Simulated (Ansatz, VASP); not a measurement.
# Two plane-wave programs on ZrSi2

```
Zr Si
1.0
     3.49647    0.00000    0.00000
     0.00000    3.49647    0.00000
     0.00000    0.00000    4.95427
Zr Si
1 2
Direct
  0.50000 0.50000 0.00000
  0.00000 0.00000 0.25864
  0.00000 0.00000 0.74136
```

Alike in both runs: functional PBE; k mesh 14 × 14 × 10; occupations gaussian, width 0.1 eV; no spin polarisation.

Ansatz relaxed the structure, and its values are those at the end. VASP's run is a single point on that final structure, the one shown.

|  | VASP | Ansatz |
| --- | --- | --- |
| version | VASP 6.6.1 | Ansatz 0.2.0 |
| potentials or method | VASP PAW PBE potentials, release 64 (Zr_sv, Si), cutoff 520 eV | scalar-relativistic, plane waves, PAW |
| valence electrons in the cell | 20 | 20 |

VASP gave:

| Item | Value |
| --- | --- |
| gap on the k mesh at the Fermi level (eV) | none |
| pressure (GPa) | 0.0 |
| rms of the force components (eV/Å) | 0.005 |

Which values does Ansatz return?

gap on the k mesh at the Fermi level (eV): none; pressure (GPa): 0.0; rms of the force components (eV/Å): 0.000.

A gap of «none» marks a metal or a gap that the smearing closes.
